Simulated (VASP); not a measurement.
# Si2Mo (MoSi2 type): relaxation of shape and atoms at fixed volume with PBEsol

Si2Mo (MoSi2 type):

```
CELL_PARAMETERS angstrom
-1.48065 1.48065 3.62991
1.48065 -1.48065 3.62991
1.48065 1.48065 -3.62991
ATOMIC_POSITIONS crystal
Mo 0.00000 0.00000 0.00000
Si 0.33507 0.33507 0.00000
Si 0.66493 0.66493 0.00000
```

| Property | Result |
| --- | --- |
| Program | VASP 6.6.1 |
| Task | relaxation of shape and atoms at fixed volume |
| Functional | PBEsol |
| Potentials or basis | VASP PAW PBE potentials, release 64 (Mo_sv, Si) |
| Cutoff | 600 eV |
| k mesh | 14 × 14 × 14 |
| Occupations | fermi-dirac, width 0.05 eV |
| Spin | no spin polarisation |
| Dipole correction | no |
| Further INCAR settings | ALGO = Normal; EDIFF = 1e-07; IBRION = 2; EDIFFG = -0.005; NSW = 50; ISIF = 4 |

```
Energy gained by relaxing : 8.9 meV/atom
Ionic steps               : 7
Pressure after relaxing   : 79.7 GPa
Band gap on the k mesh    : zero (bands 11 and 12 overlap by 1.24 eV)
```

Forces on the atoms (eV/Å):
```
Mo   0.000  0.000  0.000
Si   0.000  0.000  0.003
Si   0.000  0.000 -0.003
```

Step by step:
```tsv
step	energy change (eV)	largest force (eV/Å)	pressure (GPa)	volume (Å³)
1	0.0000	0.6755	81.01	31.83
2	-0.0097	0.3384	78.82	31.83
3	-0.0263	0.0732	79.68	31.83
4	-0.0263	0.0837	79.70	31.83
5	-0.0264	0.0547	79.71	31.83
6	-0.0266	0.0074	79.71	31.83
7	-0.0266	0.0028	79.69	31.83
```

Final structure:
```xyz
3
Lattice="-1.4717 1.4717 3.6743 1.4717 -1.4717 3.6743 1.4717 1.4717 -3.6743" Properties=species:S:1:pos:R:3 pbc="T T T"
Mo    0.0000    0.0000    0.0000
Si    0.0000    0.0000    2.4419
Si    0.0000    0.0000    4.9067
```

Levels at points of the mesh, in eV from the Fermi level:
| k point | band 7 | band 8 | band 9 | band 10 | band 11 | band 12 | band 13 | band 14 | band 15 |
| --- | --- | --- | --- | --- | --- | --- | --- | --- | --- |
| (0.00, 0.00, 0.00) | -4.33 | -3.27 | -3.27 | -3.26 | 0.67 | 2.12 | 4.66 | 4.66 | 4.88 |
| (0.50, 0.00, 0.00) | -6.00 | -5.03 | -3.59 | -3.14 | -0.82 | 3.28 | 3.61 | 4.52 | 5.92 |
| (0.50, 0.50, 0.00) | -6.73 | -5.41 | -5.10 | -4.24 | -0.85 | 3.41 | 3.80 | 3.91 | 3.95 |
| (0.50, 0.50, 0.50) | -4.99 | -3.13 | -0.81 | -0.81 | -0.28 | -0.28 | 0.88 | 5.38 | 5.91 |

Run time: 24 min on 1 thread of Oxide Virtual Turin-like Processor, on a shared host, peak memory 0.28 GiB.

Caveat: the PAW data sets were made with another functional, which shifts forces and pressure a little.
